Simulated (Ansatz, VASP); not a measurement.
## Ga2Ni4Ru3: VASP beside Ansatz

Contents of INCAR:

```
SYSTEM = Ga2Ni4Ru3
ALGO = Normal ; EDIFF = 1E-6
ENCUT = 600 ; GGA = PE
GGA_COMPAT = .FALSE. ; ISIF = 2
ISMEAR = -1 ; LASPH = .TRUE.
LCHARG = .TRUE. ; LELF = .TRUE.
LREAL = .FALSE. ; LVHAR = .TRUE.
LWAVE = .FALSE. ; NBANDS = 64
NELM = 120 ; PREC = Accurate
SIGMA = 0.0531
```

Contents of KPOINTS:

```
k-points
0
G
  3 7 7
  0 0 0
```

Contents of POSCAR:

```
Ga2Ni4Ru3
1.0
   -9.0090620000      0.0000000000      0.0000000000
    0.0000000000      0.0000000000      3.7051770000
   -0.5934420000      3.6160250000      1.8525890000
Ni Ru Ga
4 3 2
Direct
    0.9144000000      0.3599000000      0.2802000000
    0.0856000000      0.6401000000      0.7198000000
    0.7395000000      0.0843000000      0.8314000000
    0.2605000000      0.9157000000      0.1686000000
    0.6239000000      0.3790000000      0.2420000000
    0.3761000000      0.6210000000      0.7580000000
    0.0000000000      0.0000000000      0.0000000000
    0.3213000000      0.2140000000      0.5720000000
    0.6787000000      0.7860000000      0.4280000000
```

Input for Ansatz:

```yaml
crystal:
  lattice:
    - [-9.009062, 0.0, 0.0]
    - [0.0, 0.0, 3.705177]
    - [-0.593442, 3.616025, 1.852589]
  atoms:
    - { symbol: Ni, position: [0.9144, 0.3599, 0.2802] }
    - { symbol: Ni, position: [0.0856, 0.6401, 0.7198] }
    - { symbol: Ru, position: [0.6239, 0.379, 0.242] }
    - { symbol: Ru, position: [0.3761, 0.621, 0.758] }
    - { symbol: Ga, position: [0.3213, 0.214, 0.572] }
    - { symbol: Ga, position: [0.6787, 0.786, 0.428] }
    - { symbol: Ru, position: [0.0, 0.0, 0.0] }
    - { symbol: Ni, position: [0.7395, 0.0843, 0.8314] }
    - { symbol: Ni, position: [0.2605, 0.9157, 0.1686] }
  symmetry: { tolerance: 0.0003 }
kpoints:
  mp_grid: { grid: [3, 7, 7], shift: [0, 0, 0] }
  band_path:
    path:
      - [0.0, 0.0, 0.0]
      - [0.0, 0.63123966, 0.31561983]
      - [0.0, 0.36876034, -0.31561983]
      - [0.0, 0.0, -0.5]
      - [0.0, 0.0, 0.0]
      - [-0.5, 0.0, -0.5]
      - [-0.5, 0.3860503, -0.30697485]
      - [-0.5, 0.6139497, 0.30697485]
      - [-0.5, 0.0, 0.0]
      - [0.0, 0.0, 0.0]
      - [-0.5, 0.5, 0.0]
    npoints: 6
magnetization:
  spin_polarized: false
scf:
  occupations: { method: fermi_dirac, width: 0.0531 }
  lower_state_search: "off"
  max_iter: 200
hamiltonian:
  pseudopotentials: { kind: paw }
  xc: pbe
basis:
  ecutwfc: 420
  fft_grid_basis: typed
output:
  forces: true
  stress: true
  eigenvalues: true
  bader: true
  populations: true
  elf: true
  write_potential: true
  volumetric_format: npy
  dos:
    e_range: [-12, 8]
    de: 0.05
    projected: { site_lists: { Ga: [Ga], Ni: [Ni], Ru: [Ru] } }
checkpoint:
  read: saved_state
```

Alike in both runs: task single point; functional PBE; k mesh 3 × 7 × 7; occupations fermi-dirac, width 0.0531 eV; no spin polarisation.

```csv
,VASP,Ansatz
version,VASP 6.6.1,Ansatz 0.2.0
potentials or method,"VASP PAW PBE potentials, release 64 (Ni, Ru_pv, Ga_d), cutoff 600 eV",PAW plane waves
valence electrons in the cell,108,146
```

|  | VASP | Ansatz | Ansatz less VASP |
| --- | --- | --- | --- |
| rms of the force components (eV/Å) | 3.246 | 3.166 | -0.0802 |

VASP's potentials hold 108 valence electrons a cell and Ansatz's 146, so a difference there can come from the potentials and not from the codes.
